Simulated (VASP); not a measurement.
Set up this calculation in VASP 6.6.1, as the native input.

| Property | Result |
| --- | --- |
| Task | single point |
| Functional | PBE |
| Potentials or basis | VASP PAW PBE potentials, release 64 (Hg) |
| Cutoff | 520 eV |
| k mesh | 5 × 5 × 2 |
| Occupations | gaussian, width 0.1 eV |
| Spin | no spin polarisation |
| Dipole correction | no |
| Further INCAR settings | ALGO = Fast; EDIFF = 1e-07; NBANDS = 25 |

The structure of Hg lies in POSCAR:

```
Hg
1.0
    3.3205578694      0.0000000000      0.0000000000
   -1.4721436807      3.0761348998      0.0000000000
   -0.9583293978     -1.3972993748      8.1206091033
Hg
3
Direct
    0.5860701200      0.7414222900      0.3352578100
    0.4139298800      0.2585777100      0.6647421900
    0.0000000000      0.0000000000      0.0000000000
```

These files were run (other wordings do the same):

INCAR

```
ALGO = Fast ; EDIFF = 1E-7
ENCUT = 520 ; GGA = PE
ISIF = 2 ; ISMEAR = 0
LASPH = True ; LCHARG = True
LELF = True ; LREAL = False
LVHAR = True ; LWAVE = False
NBANDS = 25 ; NELM = 80
PREC = Accurate ; SIGMA = 0.1
```

KPOINTS

```
k-points
0
Gamma
  5 5 2
```

Potentials or basis: VASP PAW PBE potentials, release 64 (Hg).

Command:

```sh
$ cat potpaw_PBE.64/Hg/POTCAR > POTCAR
$ mpirun -np 1 vasp_std > vasp.out
```

Results of the run:

```
Pressure               : 1.6 GPa
Largest force          : 0.023 eV/Å
Band gap on the k mesh : zero (band 18 reaches 1.95 eV, above the bottom of band 19 at 0.81 eV)
```

Caveat: the k points lie up to 0.43 Å⁻¹ apart; spin-orbit coupling is left out, which moves the levels of the heavy elements.

Run time: 43 s on 1 thread of Intel(R) Xeon(R) Platinum 8259CL CPU @ 2.50GHz (Skylake/Cascade Lake) (shared host), peak memory 0.23 GiB.
